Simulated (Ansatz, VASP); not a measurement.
## Two plane-wave programs on BN

```
CELL_PARAMETERS angstrom
-2.50644 0.00000 0.00000
-1.25322 -2.17064 0.00000
-0.93991 -0.54266 13.23369
ATOMIC_POSITIONS crystal
B 0.11458 0.11458 0.87500
B 0.23958 0.23958 0.37500
B 0.63542 0.63542 0.12500
B 0.51042 0.51042 0.62500
N 0.30208 0.30208 0.12500
N 0.17708 0.17708 0.62500
N 0.44792 0.44792 0.87500
N 0.57292 0.57292 0.37500
```

Alike in both runs: task single point; functional PBE; dispersion D3(BJ); k mesh 10 × 10 × 2; occupations gaussian, width 0.05 eV; no spin polarisation.

|  | VASP | Ansatz |
| --- | --- | --- |
| version | VASP 6.6.1 | Ansatz 0.2.0 |
| potentials or method | VASP PAW PBE potentials, release 64 (B, N), cutoff 520 eV | scalar-relativistic, plane waves, PAW |
| valence electrons in the cell | 32 | 32 |

Ansatz gave:

```
gap on the k mesh at the Fermi level (eV)                     : 3.92
least direct gap on the mesh (eV)                             : 4.39
pressure (GPa)                                                : 0.1
traceless stress, the component that is largest in VASP (GPa) : 0.52
rms of the force components (eV/Å)                            : 0.019
```

Problem. Which values does VASP return?

Solution. gap on the k mesh at the Fermi level (eV): 3.92; least direct gap on the mesh (eV): 4.38; pressure (GPa): 0.2; traceless stress, the component that is largest in VASP (GPa): 0.32; rms of the force components (eV/Å): 0.019.

Atom by atom the forces differ by 0.000 eV/Å (rms over components).
